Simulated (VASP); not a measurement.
Input of a VASP 6.6.1 run:

The input INCAR:

```
PREC = Accurate
ENCUT = 500
EDIFF = 1E-6
ISMEAR = -1
SIGMA = 0.05
LREAL = F
LASPH = T
NELM = 120
ALGO = Normal
ISIF = 2
LWAVE = F
LCHARG = F
GGA = PS
NBANDS = 22
GGA_COMPAT = F
```

The input KPOINTS:

```
Automatic mesh
0
Gamma
  11 11 11
```

File POSCAR:

```
Bi
1.0
    0.0000000000      3.2088776702      3.2088776702
    3.2088776702      0.0000000000      3.2088776702
    3.2088776702      3.2088776702      0.0000000000
Bi
2
Direct
   -0.1250000000     -0.1250000000     -0.1250000000
    0.1250000000      0.1250000000      0.1250000000
```

Potentials or basis: VASP PAW PBE potentials, release 64 (Bi_d).

The run is started by

```bash
$ cat potpaw_PBE.64/Bi_d/POTCAR > POTCAR
$ mpirun -np 1 vasp_std > vasp.out
```

(1) What does it give for the pressure?

(2) Predict the band gap on the k mesh.

Results:

(1) 22.0 GPa.

(2) zero (band 15 reaches 7.94 eV, above the bottom of band 16 at 6.56 eV).

Caveat: the PAW data sets were made with another functional, which shifts forces and pressure a little; spin-orbit coupling is left out, which moves the levels of the heavy elements.
